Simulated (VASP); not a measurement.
Co: single point with PBE

The system is Co.

```
CELL_PARAMETERS angstrom
0.00000 1.76008 1.76008
1.76008 0.00000 1.76008
1.76008 1.76008 0.00000
ATOMIC_POSITIONS crystal
Co 0.00000 0.00000 0.00000
```

```
Program             : VASP 6.6.1
Task                : single point
Functional          : PBE
Potentials or basis : VASP PAW PBE potentials, release 64 (Co)
Cutoff              : 520 eV
k mesh              : 20 × 20 × 20
Occupations         : gaussian, width 0.1 eV
Spin                : collinear spin, ferromagnetic start
Starting moments    : [1.94] μB
```

```yaml
Pressure: -0.7 GPa
Net_moment: 1.64 μB per cell
Site_moments: Co +1.65 μB
Valence_electrons_inside_the_program's_atomic_spheres: Co 8.26
```

Levels at points of the mesh, in eV from the Fermi level:
Spin up:
```tsv
k point	band 3	band 4	band 5	band 6	band 7	band 8
(0.00, 0.00, 0.00)	-2.71	-2.71	-1.69	-1.69	22.99	27.30
(0.50, 0.00, 0.00)	-2.85	-0.79	-0.79	-0.29	6.08	21.56
(0.50, 0.50, 0.00)	-0.91	-0.53	-0.53	2.50	9.52	14.83
```
Spin down:
| k point | band 1 | band 2 | band 3 | band 4 | band 5 | band 6 | band 7 | band 8 |
| --- | --- | --- | --- | --- | --- | --- | --- | --- |
| (0.00, 0.00, 0.00) | -8.97 | -1.14 | -1.14 | -1.14 | 0.31 | 0.31 | 22.67 | 27.46 |
| (0.50, 0.00, 0.00) | -4.28 | -1.15 | -1.15 | -0.34 | 1.12 | 1.12 | 7.08 | 21.25 |
| (0.50, 0.50, 0.00) | -4.08 | -3.38 | 1.18 | 1.29 | 1.29 | 2.51 | 10.43 | 15.00 |

Run time: 73 s on 1 thread of Intel(R) Xeon(R) Platinum 8375C CPU @ 2.90GHz (Ice Lake) (shared host), peak memory 0.18 GiB.
